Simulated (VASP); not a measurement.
# PtS2 (P-3m1) in VASP: a series of runs, part 2 of 3

VASP 6.6.1.

**3. Single point, r2SCAN**

This run uses another cell than the first one, of 18.66 Å³/atom.

POSCAR

```
PtS2
1.0
    3.5526415799      0.0000000000      0.0000000000
   -1.7763207900      3.0766778587      0.0000000000
    0.0000000000      0.0000000000      5.1227110550
Pt S
1 2
Direct
    0.0000000000      0.0000000000      0.0000000000
    0.3333333333      0.6666666667      0.2392599767
    0.6666666667      0.3333333333      0.7607400233
```

INCAR.step1

```
SYSTEM = PtS2
  PREC = Accurate
  ENCUT = 520
  ISMEAR = 0
  SIGMA = 0.01
  LREAL = .FALSE.
  LASPH = .TRUE.
  NELM = 100
  NBANDS = 18
  GGA = PE
  ALGO = Normal
  EDIFF = 1E-4
  LWAVE = .TRUE.
  LCHARG = .FALSE.
```

INCAR.step2

```
SYSTEM = PtS2
  PREC = Accurate
  ENCUT = 520
  EDIFF = 1E-6
  ISMEAR = 0
  SIGMA = 0.01
  LREAL = .FALSE.
  LASPH = .TRUE.
  NELM = 100
  ALGO = Normal
  ISIF = 2
  LWAVE = .FALSE.
  LCHARG = .FALSE.
  METAGGA = R2SCAN
  LMIXTAU = .TRUE.
  NBANDS = 18
  ISTART = 1
```

KPOINTS

```
regular mesh
0
G
  12 12 6
  0 0 0
```

Potentials or basis: VASP PAW PBE potentials, release 64 (Pt, S).

The run is started by

```sh
$ cat potpaw_PBE.64/Pt/POTCAR potpaw_PBE.64/S/POTCAR > POTCAR
$ cp INCAR.step1 INCAR
$ mpirun -np 1 vasp_std > vasp.out
$ cp INCAR.step2 INCAR
$ mpirun -np 1 vasp_std > vasp.out
```

OUTCAR:

```text
SYSTEM = PtS2
   PREC = Accurate
   ENCUT = 520
   EDIFF = 1E-6
   ISMEAR = 0
   LREAL = .FALSE.
   LASPH = .TRUE.
   NELM = 100
   ISIF = 2
   METAGGA = R2SCAN
   ISTART = 1

 ion  position               nearest neighbor table
   1  0.000  0.000  0.000-   2 2.39   3 2.39   2 2.39   3 2.39   3 2.39   2 2.39
   2  0.333  0.667  0.239-   1 2.39   1 2.39   1 2.39
   3  0.667  0.333  0.761-   1 2.39   1 2.39   1 2.39

  LATTYP: Found a hexagonal cell.
 ALAT       =     3.5526415799
 C/A-ratio  =     1.4419442378

  Lattice vectors:

 A1 = (   3.5526415799,   0.0000000000,   0.0000000000)
 A2 = (  -1.7763207900,   3.0766778587,   0.0000000000)
 A3 = (   0.0000000000,   0.0000000000,   5.1227110550)

Analysis of symmetry for initial positions (statically):
=====================================================================
 Subroutine PRICEL returns:
 Original cell was already a primitive cell.

 Routine SETGRP: Setting up the symmetry group for a
 hexagonal supercell.

 Subroutine GETGRP returns: Found 12 space group operations
 (whereof 12 operations were pure point group operations)
 out of a pool of 24 trial point group operations.

The static configuration has the point symmetry D_3d.

Analysis of symmetry for dynamics (positions and initial velocities):
=====================================================================
 Subroutine PRICEL returns:
 Original cell was already a primitive cell.

 Routine SETGRP: Setting up the symmetry group for a
 hexagonal supercell.

 Subroutine GETGRP returns: Found 12 space group operations
 (whereof 12 operations were pure point group operations)
 out of a pool of 24 trial point group operations.

The dynamic configuration has the point symmetry D_3d.

 Subroutine INISYM returns: Found 12 space group operations
 (whereof 12 operations are pure point group operations),
 and found     1 'primitive' translations

----------------------------------------------------------------------------------------

                                     Primitive cell

  volume of cell :      55.9929

  direct lattice vectors                    reciprocal lattice vectors
     3.552641580  0.000000000  0.000000000     0.281480689  0.162512952  0.000000000
    -1.776320790  3.076677859  0.000000000     0.000000000  0.325025903  0.000000000
     0.000000000  0.000000000  5.122711055     0.000000000  0.000000000  0.195209136

  length of vectors
     3.552641580  3.552641580  5.122711055     0.325025903  0.325025903  0.195209136

  position of ions in fractional coordinates (direct lattice)
     0.000000000  0.000000000  0.000000000
     0.333333333  0.666666667  0.239259977
     0.666666667  0.333333333  0.760740023

  ion indices of the primitive-cell ions
   primitive index   ion index
                 1           1
                 2           2
                 3           3

----------------------------------------------------------------------------------------

 KPOINTS: regular mesh

Automatic generation of k-mesh.
 Grid dimensions read from file:
 generate k-points for:   12   12    6

 Generating k-lattice:

  Cartesian coordinates                     Fractional coordinates (reciprocal lattice)
     0.023456724  0.013542746  0.000000000     0.083333333  0.000000000  0.000000000
     0.000000000  0.027085492  0.000000000     0.000000000  0.083333333  0.000000000
     0.000000000  0.000000000  0.032534856     0.000000000  0.000000000  0.166666667

  Length of vectors
     0.027085492  0.027085492  0.032534856

  Shift w.r.t. Gamma in fractional coordinates (k-lattice)
     0.000000000  0.000000000  0.000000000

 Subroutine IBZKPT returns following result:
 ===========================================

 Found    100 irreducible k-points:

 Following reciprocal coordinates:
            Coordinates               Weight
  0.000000  0.000000  0.000000      1.000000
  0.083333 -0.000000  0.000000      6.000000
  0.166667  0.000000  0.000000      6.000000
  0.250000 -0.000000  0.000000      6.000000
  0.333333 -0.000000  0.000000      6.000000
  0.416667  0.000000  0.000000      6.000000
[... 16 lines left out ...]
  0.166667  0.000000  0.166667      6.000000
  0.000000  0.166667  0.166667      6.000000
 [... further k-points ...]
   k-points           NKPTS =    100   k-points in BZ     NKDIM =    100   number of bands    NBANDS=     18
   number of dos      NEDOS =    301   number of ions     NIONS =      3
   total plane-waves  NPLWV =  31360
   dimension x,y,z NGX =    28 NGY =   28 NGZ =   40
   dimension x,y,z NGXF=    56 NGYF=   56 NGZF=   80
   ions per type =               1   2
   NGX,Y,Z   is equivalent  to a cutoff of  13.10, 13.10, 12.98 a.u.
   NGXF,Y,Z  is equivalent  to a cutoff of  26.21, 26.21, 25.96 a.u.
 SYSTEM =  PtS2
   PREC   = accura    normal or accurate (medium, high low for compatibility)
   ISTART =      1    job   : 0-new  1-cont  2-samecut
   ICHARG =      0    charge: 1-file 2-atom 10-const
   ISPIN  =      1    spin polarized calculation?
   LNONCOLLINEAR =      F non collinear calculations
   LSORBIT =      F    spin-orbit coupling
   LASPH  =      T    aspherical Exc in radial PAW
   ENCUT  =  520.0 eV  38.22 Ry    6.18 a.u.   6.61  6.61  9.52*2*pi/ulx,y,z
   NELM   =    100;   NELMIN=  2; NELMDL=  0     # of ELM steps
   EDIFF  = 0.1E-05   stopping-criterion for ELM
   LREAL  =      F    real-space projection
   EDIFFG = 0.1E-04   stopping-criterion for IOM
   NSW    =      0    number of steps for IOM
   IBRION =     -1    ionic relax: 0-MD 1-quasi-New 2-CG
   NFREE  =      0    steps in history (QN), initial steepest desc. (CG)
   ISIF   =      2    stress and relaxation
   ISYM   =      2    0-nonsym 1-usesym 2-fastsym
   POTIM  = 0.5000    time-step for ionic-motion
   TEBEG  =    0.0;   TEEND  =   0.0 temperature during run
   PSTRESS=    0.0 pullay stress
   NELECT =      22.0000    total number of electrons
   NUPDOWN=      -1.0000    fix difference up-down
   EMIN   =  10.00;   EMAX   =-10.00  energy-range for DOS
   EFERMI =   0.00;   METHOD = LEGACY
   ISMEAR =     0;   SIGMA  =   0.01  broadening in eV -4-tet -1-fermi 0-gaus
   EFERMI_NEDOS =   21; number of points for ismear=-14 and -15
   IALGO  =     38    algorithm
   IMIX   =      4    mixing-type and parameters
     AMIX     =   0.40;   BMIX     =  1.00
     AMIX_MAG =   1.60;   BMIX_MAG =  1.00
  volume/ion in A,a.u.               =      18.66       125.95
  Fermi-wavevector in a.u.,A,eV,Ry     =   1.199052  2.265879 19.561441  1.437725
  Thomas-Fermi vector in A             =   2.334925
   LORBIT       =      0    0 simple, 1 ext, 2 COOP (PROOUT), +10 PAW based schemes
   METAGGA = R2SCAN    functional components
   LHFCALC =     F    Hartree Fock is set to
   AEXX    =    0.0000 exact exchange contribution
   IVDW    =     0    specifies the selected vdW correction
   LEPSILON=     F    determine dielectric tensor
   LRPA    =     F    only Hartree local field effects (RPA)
 non-spin polarized calculation
 Gauss-broadening in eV      SIGMA  =   0.01
  energy-cutoff  :      520.00
  volume of cell :       55.99
 maximum number of plane-waves:      1536
 NGX is ok and might be reduce to    28
   NGX = 13   NGY = 13   NGZ = 19

 number of electron      21.9999996 magnetization

 Free energy of the ion-electron system (eV)
  ---------------------------------------------------
  ext. energy  EPLUGINS =         0.00000000
  ---------------------------------------------------
  free energy    TOTEN  =       -68.85101018 eV

  energy without entropy =      -68.85101018  energy(sigma->0) =      -68.85101018

 E-fermi :   6.2862     XC(G=0): -11.2140

 val. band max:        6.2204403894   @ k =   0.0000   0.1667   0.1667
 cond. band min:       7.0881554706   @ k =   0.0000   0.2500   0.3333
 fundamental gap:      0.8677150812
 Fermi energy:         6.2862051117

 k-point     1 :       0.0000    0.0000    0.0000
  band No.  band energies     occupation
      1      -9.5485      2.00000
      2      -6.6376      2.00000
      3      -0.8228      2.00000
      4      -0.4828      2.00000
      5      -0.4828      2.00000
      6       2.3168      2.00000
[... 10 lines left out ...]
     17      14.7851      0.00000
     18      19.3162      0.00000
[... 466 lines left out ...]
      2      -6.9319      2.00000
      3      -0.6163      2.00000
      4      -0.2777      2.00000
      5       0.1237      2.00000
      6       1.6782      2.00000
[... 10 lines left out ...]
     17      16.1517      0.00000
     18      16.1540      0.00000

 [... further k-points ...]

------------------------ aborting loop because EDIFF is reached ----------------------------------------

  FORCE on cell =-STRESS in cart. coord.  units (eV):
  Direction    XX          YY          ZZ          XY          YZ          ZX
  --------------------------------------------------------------------------------------
  -------------------------------------------------------------------------------------
  Total        0.4207807      0.4207807      0.4379061     -0.0000000      0.0000000      0.0000000
  in kB       12.0401851     12.0401851     12.5302077     -0.0000000      0.0000000      0.0000000
  external PRESSURE =      12.2035259 kB  Pullay stress =       0.0000000 kB

 VOLUME and BASIS-vectors are now :
 -----------------------------------------------------------------------------
  energy-cutoff  :      520.00
  volume of cell :       55.99
      direct lattice vectors                 reciprocal lattice vectors
     3.552641580  0.000000000  0.000000000     0.281480689  0.162512952  0.000000000
    -1.776320790  3.076677859  0.000000000     0.000000000  0.325025903  0.000000000
     0.000000000  0.000000000  5.122711055     0.000000000  0.000000000  0.195209136

 POSITION                                       TOTAL-FORCE (eV/Angst)
 -----------------------------------------------------------------------------------
      0.00000      0.00000      0.00000        -0.000000      0.000000      0.000000
     -0.00000      2.05112      1.22566         0.000000     -0.000000     -0.049169
      1.77632      1.02556      3.89705        -0.000000      0.000000      0.049169
 -----------------------------------------------------------------------------------
    total drift:                                0.000000      0.000000     -0.000000

  FREE ENERGIE OF THE ION-ELECTRON SYSTEM (eV)
  ---------------------------------------------------
  free  energy   TOTEN  =       -68.8510101823 eV

  energy  without entropy=      -68.8510101823  energy(sigma->0) =      -68.85101018
```

Run time: 11 min. Hardware: 1 thread of Intel Xeon 8259CL, shared host; peak memory 0.25 GiB.

Results:

| Property | Result |
| --- | --- |
| Free energy | -68.8510 eV |
| Pressure | 1.2 GPa |
| Largest force | 0.049 eV/Å |
| Band gap on the k mesh | 0.87 eV (least direct gap 1.14 eV) |

Forces in eV/Å, atoms in the order of the input:
```
Pt   0.000  0.000  0.000
S    0.000  0.000 -0.049
S    0.000  0.000  0.049
```

Caveat: the PAW data sets were made with another functional, which shifts forces and pressure a little; spin-orbit coupling is left out, which moves the levels of the heavy elements. A k mesh can miss the band edges.

[end of part 2 of 3]
